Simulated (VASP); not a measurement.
A run of VASP 6.6.1:

The input INCAR:

```
SYSTEM = Sr2CaZnC6N6
PREC     = Accurate       ! precision mode
ENCUT    = 520            ! plane-wave cutoff, eV
EDIFF    = 1E-6           ! SCF threshold, eV
ISMEAR   = 0              ! smearing method
SIGMA    = 0.1            ! smearing width, eV
LREAL    = Auto         
LASPH    = .True.         ! aspherical terms in the spheres
NELM     = 80             ! most SCF steps
ALGO     = Normal         ! electronic algorithm
ISIF     = 2              ! what is computed and relaxed
LWAVE    = .False.        ! write WAVECAR
LCHARG   = .True.         ! write CHGCAR
GGA      = PE             ! functional
LELF     = .True.         ! ELF
LVHAR    = .True.       
NBANDS   = 62             ! bands
```

The input KPOINTS:

```
regular mesh
0
Gamma
  4 4 4
  0 0 0
```

POSCAR

```
Sr2CaZnC6N6
1.0
    0.0000000000      5.8414522052      5.8414522052
    5.8414522052      0.0000000000      5.8414522052
    5.8414522052      5.8414522052      0.0000000000
Sr Ca Zn C N
2 1 1 6 6
Direct
    0.2500000000      0.2500000000      0.2500000000
    0.7500000000      0.7500000000      0.7500000000
    0.0000000000      0.0000000000      0.0000000000
    0.5000000000      0.5000000000      0.5000000000
    0.7826802802      0.2173197198      0.2173197198
    0.2173197198      0.7826802802      0.2173197198
    0.2173197198      0.2173197198      0.7826802802
    0.2173197198      0.7826802802      0.7826802802
    0.7826802802      0.2173197198      0.7826802802
    0.7826802802      0.7826802802      0.2173197198
    0.6823318569      0.3176681431      0.3176681431
    0.3176681431      0.6823318569      0.3176681431
    0.3176681431      0.3176681431      0.6823318569
    0.3176681431      0.6823318569      0.6823318569
    0.6823318569      0.3176681431      0.6823318569
    0.6823318569      0.6823318569      0.3176681431
```

Potentials or basis: VASP PAW PBE potentials, release 64 (Sr_sv, Ca_sv, Zn, C, N).

Run with:

```console
$ cat potpaw_PBE.64/Sr_sv/POTCAR potpaw_PBE.64/Ca_sv/POTCAR potpaw_PBE.64/Zn/POTCAR potpaw_PBE.64/C/POTCAR potpaw_PBE.64/N/POTCAR > POTCAR
$ mpirun -np 1 vasp_std > vasp.out
```

Hardware: 1 thread of Intel(R) Xeon(R) Platinum 8375C CPU @ 2.90GHz (Ice Lake), with other jobs on the host.

Task: Estimate the wall time of this run.

Result: It took 10 min on 1 thread of Intel(R) Xeon(R) Platinum 8375C CPU @ 2.90GHz (Ice Lake), on a shared host, peak memory 0.65 GiB. Counts: scf iterations 16, k points 8.
